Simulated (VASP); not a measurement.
Wanted: the native input for a VASP 6.6.1 run.

* Task: single point
* Functional: PBEsol
* Potentials or basis: VASP PAW PBE potentials, release 64 (Cl, Na_pv)
* Cutoff: 520 eV
* k mesh: 8 × 8 × 8
* Occupations: fermi-dirac, width 0.05 eV
* Spin: no spin polarisation
* Dipole correction: no
* Further INCAR settings: ALGO = Normal; EDIFF = 1e-06; NBANDS = 14

The structure of NaCl lies in POSCAR:

```
NaCl
1.0
    3.4468944464      0.0000000000      0.0000000000
    0.0000000000      3.4468944464      0.0000000000
    0.0000000000      0.0000000000      3.4468944464
Cl Na
1 1
Direct
    0.5000000000      0.5000000000      0.5000000000
    0.0000000000      0.0000000000      0.0000000000
```

These files were run (other wordings do the same):

INCAR

```
  PREC = Accurate
  ENCUT = 520
  EDIFF = 1E-6
  ISMEAR = -1
  SIGMA = 0.05
  LREAL = False
  LASPH = True
  NELM = 100
  ALGO = Normal
  ISIF = 2
  LWAVE = False
  LCHARG = False
  GGA = PS
  NBANDS = 14
```

KPOINTS

```
regular mesh
0
Gamma
  8 8 8
```

Potentials or basis: VASP PAW PBE potentials, release 64 (Cl, Na_pv).

Run with:

```console
$ cat potpaw_PBE.64/Cl/POTCAR potpaw_PBE.64/Na_pv/POTCAR > POTCAR
$ mpirun -np 1 vasp_std > vasp.out
```

It gave:

```json
{
 "Pressure": "0.0 GPa",
 "Band gap on the k mesh": "3.99 eV (least direct gap 4.53 eV)"
}
```

Caveat: the PAW data sets were made with another functional, which shifts forces and pressure a little.

Run time: 27 s on 1 thread of AMD EPYC 7R13, with other jobs on the host, peak memory 0.12 GiB.
